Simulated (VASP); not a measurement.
A run of VASP 6.6.1:

Contents of INCAR:

```
PREC = Accurate
ENCUT = 520
EDIFF = 1E-6
ISMEAR = 0
SIGMA = 0.2
LREAL = False
LASPH = True
NELM = 60
ALGO = Normal
ISIF = 2
LWAVE = False
LCHARG = True
GGA = PE
LELF = True
LVHAR = True
NBANDS = 38
```

File KPOINTS:

```
regular mesh
0
Gamma
  6 6 2
```

The input POSCAR:

```
Hf2H5
1.0
    3.2269375495      0.0000000000      0.0000000000
   -1.6134687748      2.7946098943      0.0000000000
    0.0000000000      0.0000000000     14.9588625976
Hf H
4 10
Direct
    0.3333333333      0.6666666667      0.5962759104
    0.0000000000      0.0000000000      0.7877859394
    0.6666666667      0.3333333333      0.4037240896
    0.0000000000      0.0000000000      0.2122140606
    0.0000000000      0.0000000000      0.0254703131
    0.0000000000      0.0000000000      0.9745296869
    0.6666666667      0.3333333333      0.5436077952
    0.0000000000      0.0000000000      0.6513420677
    0.3333333333      0.6666666667      0.7369857599
    0.6666666667      0.3333333333      0.8467595413
    0.3333333333      0.6666666667      0.4563922048
    0.0000000000      0.0000000000      0.3486579323
    0.6666666667      0.3333333333      0.2630142401
    0.3333333333      0.6666666667      0.1532404587
```

Potentials or basis: VASP PAW PBE potentials, release 64 (Hf_pv, H).

Launch:

```bash
$ cat potpaw_PBE.64/Hf_pv/POTCAR potpaw_PBE.64/H/POTCAR > POTCAR
$ mpirun -np 1 vasp_std > vasp.out
```

Hardware: 1 thread of AMD EPYC 9R45 96-Core Processor (Zen 5), on a shared host.

Task: Estimate the wall time of this run.

Result: Run time: 50 s on 1 thread of AMD EPYC 9R45 96-Core Processor (Zen 5) (shared host), peak memory 0.23 GiB. Counts: scf iterations 18, k points 14.
